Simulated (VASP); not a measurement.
Runs of VASP 6.6.1 on Cd2SeO. The structure is that of space group P-4m2 (No. 115), or close to it. The cells are those of the table. 

```tsv
level	cell	k mesh	gap on the mesh (eV)	pressure (GPa)	largest force (eV/Å)
r2SCAN	a = 4.096, b = 4.096, c = 5.466 Å, 4 atoms	6 × 6 × 4	none	(b)	(a)
PBE	a = 4.027, b = 4.027, c = 5.539 Å, 4 atoms	6 × 6 × 4	none	0.5	0.02
r2SCAN	a = 4.017, b = 4.017, c = 5.361 Å, 4 atoms	6 × 6 × 4	none	0.6	0.05
PBE	a = 4.017, b = 4.017, c = 5.361 Å, 4 atoms	6 × 6 × 6	none	3.0	0.13
r2SCAN	a = 4.017, b = 4.017, c = 5.361 Å, 4 atoms	6 × 6 × 6	none	0.6	0.05
```

Alike in all rows: task single point; potentials or basis VASP PAW PBE potentials, release 64 (O, Cd, Se); no spin polarisation; cutoff (eV) 520; smearing fermi-dirac 0.02 eV.

Estimate the missing entries.

(a) 0.10; (b) -3.3.

Caveats: the PAW data sets were made with another functional, which shifts forces and pressure a little (some runs).

A k mesh can miss the band edges, and the runs leave out spin-orbit coupling on Cd, Se.

A gap of «none» marks levels without a gap at the run's occupations.
